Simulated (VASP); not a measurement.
A run of VASP 6.6.1 is set up as follows.

Contents of INCAR:

```
PREC = Accurate
ENCUT = 700
EDIFF = 1E-7
ISMEAR = 0
SIGMA = 0.1
LREAL = F
LASPH = T
NELM = 120
ALGO = Normal
ISIF = 3
LWAVE = F
LCHARG = F
GGA = PE
IBRION = 2
NSW = 90
EDIFFG = -0.04
GGA_COMPAT = F
NELMIN = 4
```

File KPOINTS:

```
regular mesh
0
Gamma
  6 6 2
```

The input POSCAR:

```
BeCdO2
1.0
    2.8236812147      0.0000000000      0.0000000000
   -1.4118406073      2.4453796641      0.0000000000
    0.0000000000      0.0000000000     12.6374543873
Be Cd O
2 2 4
Direct
    0.3333333333      0.6666666667      0.7500000000
    0.6666666667      0.3333333333      0.2500000000
    0.0000000000      0.0000000000      0.5000000000
    0.0000000000      0.0000000000      0.0000000000
    0.3333333333      0.6666666667      0.4140000000
    0.6666666667      0.3333333333      0.9140000000
    0.6666666667      0.3333333333      0.5860000000
    0.3333333333      0.6666666667      0.0860000000
```

Potentials or basis: VASP PAW PBE potentials, release 64 (Be, Cd_sv_GW, O).

Run with:

```sh
$ cat potpaw_PBE.64/Be/POTCAR potpaw_PBE.64/Cd_sv_GW/POTCAR potpaw_PBE.64/O/POTCAR > POTCAR
$ mpirun -np 1 vasp_std > vasp.out
```

Task: What does it give for the band gap on the k mesh?

Result: 0.27 eV (least direct gap 0.68 eV).

Task: Predict the space group after relaxing (to 0.1 Å).

Result: P6_3/mmc (No. 194).

Task: Estimate the relaxed volume.

Result: 9.95 Å³/atom.

Task: Predict the relaxed cell.

Result: a = 2.892 Å, b = 2.892 Å, c = 10.989 Å, α = 90.00°, β = 90.00°, γ = 120.00°.

Final structure:
```
CELL_PARAMETERS angstrom
2.89176 0.00000 0.00000
-1.44588 2.50434 0.00000
0.00000 0.00000 10.98921
ATOMIC_POSITIONS crystal
Be 0.33333 0.66667 0.75000
Be 0.66667 0.33333 0.25000
Cd 0.00000 0.00000 0.50000
Cd 0.00000 0.00000 0.00000
O 0.33333 0.66667 0.35176
O 0.66667 0.33333 0.85176
O 0.66667 0.33333 0.64824
O 0.33333 0.66667 0.14824
```

Caveat: the k points lie up to 0.42 Å⁻¹ apart in the final cell; semilocal functionals underestimate gaps, and a narrow one can read as zero. A k mesh can miss the band edges.
